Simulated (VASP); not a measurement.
# CoO (P-6m2) in VASP: notebook

Aim: see how the results for CoO move with the level of theory and the settings. Levels: PBE-based screened hybrid with 25 % exact exchange, PBE. Tasks: single point.

Everything below comes from runs of VASP 6.6.1. Logs are shortened: lines on timing, memory, paths and dates and some standing lists are left out, and cuts for length are marked.

### 1 The cell of the first run

It takes space group P-6m2 (No. 187, hexagonal). The conventional cell has a = 2.818 Å, b = 2.818 Å, c = 2.709 Å, α = 90.00°, β = 90.00°, γ = 120.00°. Within 2.9 Å of Co (site symmetry -6m2) lie 6 O at 2.12 Å and 8 Co at 2.71 to 2.82 Å. O (site symmetry -6m2) has 6 Co at 2.12 Å and 8 O at 2.71 to 2.82 Å within 2.9 Å.

### 2 Single point, PBE-based screened hybrid with 25 % exact exchange, collinear spin, ferromagnetic start

POSCAR reads:

```
CoO
1.0
    2.8183737737      0.0000028765      0.0000000000
   -1.4091893779      2.4407818471      0.0000000000
    0.0000000000      0.0000000000      2.7090247216
Co O
1 1
Direct
    0.0000000000      0.0000000000      0.5000000000
    0.6666666667      0.3333333333      0.0000000000
```

INCAR.step1 reads:

```
ALGO = Normal ; EDIFF = 1E-5
ENCUT = 520 ; GGA = PE
GGA_COMPAT = F ; ISIF = 2
ISMEAR = -1 ; ISPIN = 2
LASPH = T ; LCHARG = F
LMAXMIX = 4 ; LORBIT = 11
LREAL = F ; LWAVE = T
MAGMOM = 2 0 ; NBANDS = 22
NELM = 200 ; PREC = Accurate
SIGMA = 0.05
```

INCAR.step2 reads:

```
AEXX = 0.25 ; ALGO = Normal
EDIFF = 1E-6 ; ENCUT = 520
GGA = PE ; GGA_COMPAT = F
HFSCREEN = 0.3 ; ISIF = 2
ISMEAR = -1 ; ISPIN = 2
ISTART = 1 ; LASPH = T
LCHARG = F ; LHFCALC = T
LMAXMIX = 4 ; LORBIT = 11
LREAL = F ; LWAVE = F
MAGMOM = 2 0 ; NBANDS = 22
NELM = 200 ; PREC = Accurate
PRECFOCK = Normal ; SIGMA = 0.05
```

KPOINTS reads:

```
k-points
0
Gamma
  6 6 5
```

Potentials or basis: VASP PAW PBE potentials, release 64 (Co_sv, O).

On the command line:

```bash
$ cat potpaw_PBE.64/Co_sv/POTCAR potpaw_PBE.64/O/POTCAR > POTCAR
$ cp INCAR.step1 INCAR
$ mpirun -np 1 vasp_std > vasp.out
$ cp INCAR.step2 INCAR
$ mpirun -np 1 vasp_std > vasp.out
```

OUTCAR:

```text
AEXX = 0.25
   EDIFF = 1E-6
   ENCUT = 520
   GGA = PE
   HFSCREEN = 0.3
   ISIF = 2
   ISMEAR = -1
   ISPIN = 2
   ISTART = 1
   LASPH = T
   LHFCALC = T
   LORBIT = 11
   LREAL = F
   NELM = 200
   PREC = Accurate
   PRECFOCK = Normal

 ion  position               nearest neighbor table
   1  0.000  0.000  0.500-   2 2.12   2 2.12   2 2.12   2 2.12   2 2.12   2 2.12
   2  0.667  0.333  0.000-   1 2.12   1 2.12   1 2.12   1 2.12   1 2.12   1 2.12

  LATTYP: Found a hexagonal cell.
 ALAT       =     2.8183737737
 C/A-ratio  =     0.9612013661

  Lattice vectors:

 A1 = (   2.8183737737,   0.0000028765,   0.0000000000)
 A2 = (  -1.4091893779,   2.4407818471,   0.0000000000)
 A3 = (   0.0000000000,   0.0000000000,   2.7090247216)

Analysis of symmetry for initial positions (statically):
=====================================================================
 Subroutine PRICEL returns:
 Original cell was already a primitive cell.

 Routine SETGRP: Setting up the symmetry group for a
 hexagonal supercell.

 Subroutine GETGRP returns: Found 12 space group operations
 (whereof 12 operations were pure point group operations)
 out of a pool of 24 trial point group operations.

The static configuration has the point symmetry D_3h.

Analysis of symmetry for dynamics (positions and initial velocities):
=====================================================================
 Subroutine PRICEL returns:
 Original cell was already a primitive cell.

 Routine SETGRP: Setting up the symmetry group for a
 hexagonal supercell.

 Subroutine GETGRP returns: Found 12 space group operations
 (whereof 12 operations were pure point group operations)
 out of a pool of 24 trial point group operations.

The dynamic configuration has the point symmetry D_3h.

Analysis of structural, dynamic, and magnetic symmetry:
=====================================================================
 Subroutine PRICEL returns:
 Original cell was already a primitive cell.

 Routine SETGRP: Setting up the symmetry group for a
 hexagonal supercell.

 Subroutine GETGRP returns: Found 12 space group operations
 (whereof 12 operations were pure point group operations)
 out of a pool of 24 trial point group operations.

The overall configuration has the point symmetry D_3h.

 Subroutine INISYM returns: Found 12 space group operations
 (whereof 12 operations are pure point group operations),
 and found     1 'primitive' translations

----------------------------------------------------------------------------------------

                                     Primitive cell

  volume of cell :      18.6355

  direct lattice vectors                    reciprocal lattice vectors
     2.818373774  0.000002876  0.000000000     0.354814333  0.204852634  0.000000000
    -1.409189378  2.440781847  0.000000000    -0.000000418  0.409704543  0.000000000
     0.000000000  0.000000000  2.709024722     0.000000000  0.000000000  0.369136535

  length of vectors
     2.818373774  2.818373774  2.709024722     0.409704543  0.409704543  0.369136535

  position of ions in fractional coordinates (direct lattice)
     0.000000000  0.000000000  0.500000000
     0.666666667  0.333333333  0.000000000

  ion indices of the primitive-cell ions
   primitive index   ion index
                 1           1
                 2           2

----------------------------------------------------------------------------------------

 KPOINTS: k-points

Automatic generation of k-mesh.
 Grid dimensions read from file:
 generate k-points for:    6    6    5

 Generating k-lattice:

  Cartesian coordinates                     Fractional coordinates (reciprocal lattice)
     0.059135722  0.034142106  0.000000000     0.166666667 -0.000000000  0.000000000
    -0.000000070  0.068284090  0.000000000     0.000000000  0.166666667  0.000000000
     0.000000000  0.000000000  0.073827307     0.000000000  0.000000000  0.200000000

  Length of vectors
     0.068284090  0.068284090  0.073827307

  Shift w.r.t. Gamma in fractional coordinates (k-lattice)
     0.000000000  0.000000000  0.000000000

 Subroutine IBZKPT returns following result:
 ===========================================

 Found     21 irreducible k-points:

 Following reciprocal coordinates:
            Coordinates               Weight
  0.000000  0.000000  0.000000      1.000000
  0.166667  0.000000  0.000000      6.000000
  0.333333  0.000000  0.000000      6.000000
  0.500000  0.000000  0.000000      3.000000
  0.166667  0.166667  0.000000      6.000000
  0.333333  0.166667  0.000000     12.000000
[... 13 lines left out ...]
  0.333333  0.166667  0.400000     24.000000
  0.333333  0.333333  0.400000      4.000000
   k-points           NKPTS =     21   k-points in BZ     NKDIM =    180   number of bands    NBANDS=     22
   number of dos      NEDOS =    301   number of ions     NIONS =      2
   total plane-waves  NPLWV =  11520
   dimension x,y,z NGX =    24 NGY =   24 NGZ =   20
   dimension x,y,z NGXF=    48 NGYF=   48 NGZF=   40
   ions per type =               1   1
   NGX,Y,Z   is equivalent  to a cutoff of  14.16, 14.16, 12.27 a.u.
   NGXF,Y,Z  is equivalent  to a cutoff of  28.31, 28.31, 24.55 a.u.
 SYSTEM =  unknown system
   PREC   = accura    normal or accurate (medium, high low for compatibility)
   ISTART =      1    job   : 0-new  1-cont  2-samecut
   ICHARG =      0    charge: 1-file 2-atom 10-const
   ISPIN  =      2    spin polarized calculation?
   LNONCOLLINEAR =      F non collinear calculations
   LSORBIT =      F    spin-orbit coupling
   LASPH  =      T    aspherical Exc in radial PAW
   ENCUT  =  520.0 eV  38.22 Ry    6.18 a.u.   5.24  5.24  5.04*2*pi/ulx,y,z
   NELM   =    200;   NELMIN=  2; NELMDL=  0     # of ELM steps
   EDIFF  = 0.1E-05   stopping-criterion for ELM
   LREAL  =      F    real-space projection
   EDIFFG = 0.1E-04   stopping-criterion for IOM
   NSW    =      0    number of steps for IOM
   IBRION =     -1    ionic relax: 0-MD 1-quasi-New 2-CG
   NFREE  =      0    steps in history (QN), initial steepest desc. (CG)
   ISIF   =      2    stress and relaxation
   ISYM   =      3    0-nonsym 1-usesym 2-fastsym
   POTIM  = 0.5000    time-step for ionic-motion
   TEBEG  =    0.0;   TEEND  =   0.0 temperature during run
   PSTRESS=    0.0 pullay stress
   NELECT =      23.0000    total number of electrons
   NUPDOWN=      -1.0000    fix difference up-down
   EMIN   =  10.00;   EMAX   =-10.00  energy-range for DOS
   EFERMI =   0.00;   METHOD = LEGACY
   ISMEAR =    -1;   SIGMA  =   0.05  broadening in eV -4-tet -1-fermi 0-gaus
   EFERMI_NEDOS =   21; number of points for ismear=-14 and -15
   IALGO  =     38    algorithm
   IMIX   =      1    mixing-type and parameters
     AMIX     =   0.40;   BMIX     =  1.00
     AMIX_MAG =   1.60;   BMIX_MAG =  1.00
  volume/ion in A,a.u.               =       9.32        62.88
  Fermi-wavevector in a.u.,A,eV,Ry     =   1.756051  3.318456 41.956503  3.083716
  Thomas-Fermi vector in A             =   2.825677
   LORBIT       =     11    0 simple, 1 ext, 2 COOP (PROOUT), +10 PAW based schemes
   GGA     = PE    functional components
   LHFCALC =     T    Hartree Fock is set to
   PRECFOCK=normal    Normal, Fast or Accurate (Low or Medium for compatibility)
   ENCUT4O =  -1.0   cutoff for four orbital integrals eV
   NKREDX  =     1    reduce k-point grid by
   NKREDY  =     1    reduce k-point grid by
   NKREDZ  =     1    reduce k-point grid by
   AEXX    =    0.2500 exact exchange contribution
   HFSCREEN=    0.3000 screening length (either q_TF or 0.3 A-1)
   HFSCREENC=   0.3000 screening length for correlation (either q_TF or 0.3 A-1)
   ENCUTFOCK=  -1.0 apply spherical cutoff to Coloumb kernel
   IVDW    =     0    specifies the selected vdW correction
   LEPSILON=     F    determine dielectric tensor
   LRPA    =     F    only Hartree local field effects (RPA)
 spin polarized calculation
  energy-cutoff  :      520.00
  volume of cell :       18.64
 maximum number of plane-waves:       515
 NGX is ok and might be reduce to    24
  NGX = 16; NGY = 16; NGZ = 16

 number of electron      22.9999964 magnetization       2.9999995

 Free energy of the ion-electron system (eV)
  ---------------------------------------------------
  ext. energy  EPLUGINS =         0.00000000
  ---------------------------------------------------
  free energy    TOTEN  =       -17.73189664 eV

  energy without entropy =      -17.72695893  energy(sigma->0) =      -17.72942779

 E-fermi :   9.3325     XC(G=0): -10.6722

 val. band max:        9.3311143694   @ k =   0.1667   0.1667   0.4000
 cond. band min:       9.4632483704   @ k =   0.1667   0.0000   0.2000
 fundamental gap:      0.1321340010
 Fermi energy:         9.3324740743

 spin component 1

 k-point     1 :       0.0000    0.0000    0.0000
  band No.  band energies     occupation
      1     -94.6439      1.00000
      2     -56.5317      1.00000
      3     -56.5317      1.00000
      4     -56.2229      1.00000
      5     -13.5568      1.00000
      6       2.1640      1.00000
[... 14 lines left out ...]
     21      36.9521      0.00000
     22      41.2141      0.00000

 k-point     2 :       0.1667    0.0000    0.0000
  band No.  band energies     occupation
      1     -94.6422      1.00000
      2     -56.5470      1.00000
      3     -56.5355      1.00000
      4     -56.2199      1.00000
      5     -13.2622      1.00000
      6       1.6046      1.00000
[... 14 lines left out ...]
     21      36.8820      0.00000
     22      40.7830      0.00000
[... 433 lines left out ...]
      6       0.3393      1.00000
[... 14 lines left out ...]
     21      42.2460      0.00000
     22      43.7901      0.00000

 k-point    21 :       0.3333    0.3333    0.4000
  band No.  band energies     occupation
      1     -94.6311      1.00000
      2     -56.5701      1.00000
      3     -56.5687      1.00000
      4     -56.2752      1.00000
      5     -11.6452      1.00000
      6       0.0694      1.00000
[... 14 lines left out ...]
     21      41.8555      0.00000
     22      42.7090      0.00000
 Fermi energy:         9.3324740743

 spin component 2

 k-point     1 :       0.0000    0.0000    0.0000
  band No.  band energies     occupation
      1     -90.3617      1.00000
      2     -51.8751      1.00000
      3     -51.8751      1.00000
      4     -51.7124      1.00000
      5     -12.8910      1.00000
      6       4.5293      1.00000
[... 14 lines left out ...]
     21      37.9052      0.00000
     22      41.5100      0.00000

 k-point     2 :       0.1667    0.0000    0.0000
  band No.  band energies     occupation
      1     -90.3592      1.00000
      2     -51.8981      1.00000
      3     -51.8789      1.00000
      4     -51.7078      1.00000
      5     -12.5747      1.00000
      6       3.4709      1.00000
[... 14 lines left out ...]
     21      37.3465      0.00000
     22      41.3778      0.00000
[... 448 lines left out ...]
     21      42.7941      0.00000
     22      44.2654      0.00000

 k-point    21 :       0.3333    0.3333    0.4000
  band No.  band energies     occupation
      1     -90.3441      1.00000
      2     -51.9320      1.00000
      3     -51.9263      1.00000
      4     -51.7753      1.00000
      5     -10.7721      1.00000
      6       2.1736      1.00000
[... 14 lines left out ...]
     21      42.1601      0.00000
     22      43.6310      0.00000

------------------------ aborting loop because EDIFF is reached ----------------------------------------

  FORCE on cell =-STRESS in cart. coord.  units (eV):
  Direction    XX          YY          ZZ          XY          YZ          ZX
  --------------------------------------------------------------------------------------
  -------------------------------------------------------------------------------------
  Total       -0.2284422     -0.2284422     -0.2292969     -0.0000000      0.0000000      0.0000000
  in kB      -19.6402116    -19.6402116    -19.7136955     -0.0000000      0.0000000      0.0000000
  external PRESSURE =     -19.6647062 kB  Pullay stress =       0.0000000 kB

 VOLUME and BASIS-vectors are now :
 -----------------------------------------------------------------------------
  energy-cutoff  :      520.00
  volume of cell :       18.64
      direct lattice vectors                 reciprocal lattice vectors
     2.818373774  0.000002876  0.000000000     0.354814333  0.204852634  0.000000000
    -1.409189378  2.440781847  0.000000000    -0.000000418  0.409704543  0.000000000
     0.000000000  0.000000000  2.709024722     0.000000000  0.000000000  0.369136535

 POSITION                                       TOTAL-FORCE (eV/Angst)
 -----------------------------------------------------------------------------------
      0.00000      0.00000      1.35451         0.000000      0.000000      0.000000
      1.40919      0.81360      0.00000        -0.000000      0.000000      0.000000
 -----------------------------------------------------------------------------------
    total drift:                               -0.000001      0.000002     -0.000001

  FREE ENERGIE OF THE ION-ELECTRON SYSTEM (eV)
  ---------------------------------------------------
  free  energy   TOTEN  =       -17.7318966433 eV

  energy  without entropy=      -17.7269589315  energy(sigma->0) =      -17.72942779

 total charge

# of ion       s       p       d       tot
------------------------------------------
    1        2.144   6.065   6.600  14.809
    2        1.558   3.487   0.000   5.046
--------------------------------------------------
tot          3.702   9.552   6.600  19.855

 magnetization (x)

# of ion       s       p       d       tot
------------------------------------------
    1        0.002  -0.000   2.679   2.681
    2        0.026   0.270   0.000   0.296
--------------------------------------------------
tot          0.028   0.270   2.679   2.977
```

Wall time 69 min (1 thread of AMD EPYC 7R43 (Zen 3), shared host); peak memory 0.22 GiB.

Results:

| Property | Result |
| --- | --- |
| Free energy | -17.7319 eV |
| Pressure | -2.0 GPa |
| Band gap on the k mesh | zero (filled and empty bands overlap) |
| Net moment | 3.00 μB per cell |
| Site moments | Co +2.68; O +0.30 μB |
| Valence electrons inside the program's atomic spheres | Co 14.81; O 5.05 |

Caveat: the k points lie up to 0.46 Å⁻¹ apart, too coarse for converged energies and pressures of a metal; the PAW data sets were made with another functional, which shifts forces and pressure a little; a cell with one magnetic atom can't hold antiferromagnetic order, which such compounds often take.

### 3 Single point, PBE, collinear spin, ferromagnetic start

This run uses another cell than the first one, of 9.43 Å³/atom.

INCAR reads:

```
PREC     = Accurate       # precision mode
ENCUT    = 700            # plane-wave cutoff, eV
EDIFF    = 1E-6           # SCF threshold, eV
ISMEAR   = -1             # smearing method
SIGMA    = 0.05           # smearing width, eV
LREAL    = F              # projectors in reciprocal space
LASPH    = T              # aspherical terms in the spheres
NELM     = 200            # most SCF steps
ALGO     = Normal         # electronic algorithm
ISIF     = 2              # what is computed and relaxed
LWAVE    = F              # write WAVECAR
LCHARG   = T              # write CHGCAR
ISPIN    = 2              # spin polarisation
MAGMOM   = 2 0            # initial moments
LORBIT   = 11             # projections on sites
LMAXMIX  = 4              # l up to which the mixer works
GGA      = PE             # functional
LELF     = T              # ELF
LVHAR    = T            
NBANDS   = 22             # bands
GGA_COMPAT= F
```

KPOINTS reads:

```
Automatic mesh
0
Gamma
  11 11 10
```

POSCAR reads:

```
CoO
1.0
    2.8284500000      0.0000000000      0.0000000000
   -1.4142300000      2.4495100000      0.0000000000
    0.0000000000      0.0000000000      2.7217200000
Co O
1 1
Direct
    0.0000000000      0.0000000000      0.5000000000
    0.6666700000      0.3333300000      0.0000000000
```

Potentials or basis: VASP PAW PBE potentials, release 64 (Co_sv, O).

On the command line:

```bash
$ cat potpaw_PBE.64/Co_sv/POTCAR potpaw_PBE.64/O/POTCAR > POTCAR
$ mpirun -np 1 vasp_std > vasp.out
```

It took 3.1 min on 1 thread of Intel Xeon Platinum 8259CL at 2.50GHz (Skylake/Cascade Lake), shared host; peak memory 0.3 GiB.

The run converged. Its results:

| Quantity | Value |
| --- | --- |
| Free energy | -13.0255 eV |
| Pressure | -1.1 GPa |
| Band gap on the k mesh | zero (filled and empty bands overlap) |
| Net moment | 3.00 μB per cell |
| Site moments | Co +2.53; O +0.40 μB |
| Valence electrons inside the program's atomic spheres | Co 14.88; O 4.97 |

Stress tensor (GPa, compression positive):
```
-1.09  0.00  0.00
 0.00 -1.09  0.00
 0.00  0.00 -1.24
```

Levels at points of the mesh, in eV from the Fermi level:
Spin up:
| k point | band 9 | band 10 | band 11 | band 12 | band 13 | band 14 | band 15 | band 16 | band 17 | band 18 |
| --- | --- | --- | --- | --- | --- | --- | --- | --- | --- | --- |
| (0.00, 0.00, 0.00) | -3.72 | -2.95 | -2.95 | -1.04 | -1.04 | 0.62 | 14.58 | 16.03 | 16.03 | 18.67 |
| (0.00, 0.00, 0.50) | -3.31 | -3.31 | -2.19 | -1.30 | -1.30 | 6.77 | 6.83 | 21.29 | 21.29 | 21.44 |
Spin down:
| k point | band 8 | band 9 | band 10 | band 11 | band 12 | band 13 |
| --- | --- | --- | --- | --- | --- | --- |
| (0.00, 0.00, 0.00) | -3.05 | -2.70 | 0.30 | 0.30 | 0.80 | 0.80 |
| (0.00, 0.00, 0.50) | -3.08 | -1.00 | -1.00 | -0.13 | 0.94 | 0.95 |

Caveat: a cell with one magnetic atom can't hold antiferromagnetic order, which such compounds often take; semilocal functionals often make such compounds metallic where correlation or magnetic order opens a gap, which also shifts bond lengths. With open d or f shells a metallic result of PBE can be an artefact of self-interaction; +U or a hybrid may open a gap.

The gap in the log of VASP goes by the Fermi energy; the results here count the filled bands.